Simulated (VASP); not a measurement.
Be: single point with PBEsol

Be:

```xyz
1
Lattice="-1.1072 1.1072 1.1072 1.1072 -1.1072 1.1072 1.1072 1.1072 -1.1072" Properties=species:S:1:pos:R:3 pbc="T T T"
Be    0.0000    0.0000    0.0000
```

* Program: VASP 6.6.1
* Task: single point
* Functional: PBEsol
* Potentials or basis: VASP PAW PBE potentials, release 64 (Be)
* Cutoff: 520 eV
* k mesh: 24 × 24 × 24
* Occupations: fermi-dirac, width 0.1 eV
* Spin: no spin polarisation

```yaml
Pressure: 81.0 GPa
Band_gap_on_the_k_mesh: zero (band 1 reaches 16.82 eV, above the bottom of band 2 at 9.63 eV)
```

Levels at points of the mesh, in eV from the Fermi level:
| k point | band 1 | band 2 | band 3 | band 4 | band 5 |
| --- | --- | --- | --- | --- | --- |
| (0.00, 0.00, 0.00) | -14.49 | 26.06 | 26.06 | 26.06 | 39.02 |
| (0.50, 0.00, 0.00) | -6.95 | 1.75 | 16.35 | 20.29 | 25.58 |
| (0.50, 0.50, 0.50) | 5.23 | 5.23 | 5.23 | 11.83 | 11.83 |

Wall time 7.2 s on 1 thread of Intel Xeon 6975P-C, on a shared host, peak memory 0.12 GiB.

Caveat: the PAW data sets were made with another functional, which shifts forces and pressure a little.
